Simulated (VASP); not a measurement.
Runs of VASP 6.6.1 on PbSe. The structure is that of space group Fm-3m (No. 225), or close to it. The cells are those of the table. 

| level | cell | smearing | gap on the mesh (eV) | pressure (GPa) |
| --- | --- | --- | --- | --- |
| PBE | a = 4.328 Å, angles 60.6°, 2 atoms | fermi-dirac 0.02 eV | 0.25 | 1.7 |
| r2SCAN | a = 4.306, b = 4.306, c = 4.210 Å, angles 60.7, 60.7, 58.5°, 2 atoms | fermi-dirac 0.02 eV | 0.37 | (a) |
| r2SCAN | a = 4.328 Å, angles 60.6°, 2 atoms | gaussian 0.01 eV | (b) | 0.8 |
| PBE | a = 4.306, b = 4.306, c = 4.210 Å, angles 60.7, 60.7, 58.5°, 2 atoms | fermi-dirac 0.02 eV | 0.10 | 5.1 |

Alike in all rows: task single point; potentials or basis VASP PAW PBE potentials, release 64 (Pb_d, Se); no spin polarisation; k mesh 8 × 8 × 8; cutoff (eV) 520.

Task: Estimate the missing entries.

Result: (a) 4.3; (b) 0.53.

Caveats: spin-orbit coupling is left out, which moves the levels of the heavy elements; the PAW data sets were made with another functional, which shifts forces and pressure a little (some runs).

A k mesh can miss the band edges, and the runs leave out spin-orbit coupling on Pb, Se.
